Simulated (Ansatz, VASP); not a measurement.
Mn in VASP and in Ansatz

```
CELL_PARAMETERS angstrom
-2.20015 2.20015 1.23324
2.20015 -2.20015 1.23324
2.20015 2.20015 -1.23324
ATOMIC_POSITIONS crystal
Mn 0.75000 0.25000 0.50000
Mn 0.00000 0.00000 0.00000
```

Alike in both runs: task single point; functional PBE; k mesh 6 × 6 × 6; collinear spin.

```csv
,VASP,Ansatz
version,VASP 6.6.1,Ansatz 0.2.0
potentials or method,"VASP PAW PBE potentials, release 64 (Mn_sv), cutoff 680 eV","scalar-relativistic, plane waves, PAW"
occupations,"fermi-dirac, width 0.051704 eV",fermi-dirac
valence electrons in the cell,30,30
```

|  | VASP | Ansatz | Ansatz less VASP |
| --- | --- | --- | --- |
| gap on the k mesh at the Fermi level (eV) | none | none | - |
| pressure (GPa) | -0.6 | 0.5 | +1.06 |
| traceless stress, the component that is largest in VASP (GPa) | 2.97 | 3.04 | +0.069 |
| net moment per atom (μB) | 1.20 | 1.20 | -0.001 |
| size of the moment on the site where the two differ most (μB) | 1.15 | 1.14 | -0.008 |

Site moments also hang on the region over which each program counts them. A gap of «none» marks a metal or a gap that the smearing closes.

The k mesh is coarse, so the values compare programs but aren't converged.
